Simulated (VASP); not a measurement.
The system is Y.

```
Y
1.0
     3.29127    0.00000    0.00000
     0.00000    3.29127    0.00000
     0.00000    0.00000    3.29127
Y
1
Direct
  0.00000 0.00000 0.00000
```

```yaml
Program: VASP 6.6.1
Task: relaxation of cell and atoms
Functional: LDA
Potentials_or_basis: VASP PAW LDA potentials, release 64 (Y_sv)
Cutoff: 600 eV
k_mesh: 10 × 10 × 10
Occupations: fermi-dirac, width 0.1 eV
Spin: no spin polarisation
```

At the start: pressure -3.5 GPa; volume 35.65 Å³/atom.

Question: Where does the relaxation end?

Answer: Over 4 steps the energy falls by 57.0 meV/atom and the volume is 30.88 Å³/atom (-13.4 %); space group Pm-3m (No. 221, to 0.05 Å).

Step by step:
```tsv
step	energy change (eV)	largest force (eV/Å)	pressure (GPa)	volume (Å³)
1	0.0000	0.0000	-3.52	35.65
2	-0.0549	0.0000	-0.79	31.76
3	-0.0570	0.0000	-0.06	30.97
4	-0.0570	0.0000	0.03	30.88
```

Final structure:
```yaml
crystal:
  lattice:
    - [3.13720, 0.00000, 0.00000]
    - [0.00000, 3.13720, 0.00000]
    - [0.00000, 0.00000, 3.13720]
  atoms:
    - { symbol: Y, position: [0.00000, 0.00000, 0.00000] }
```
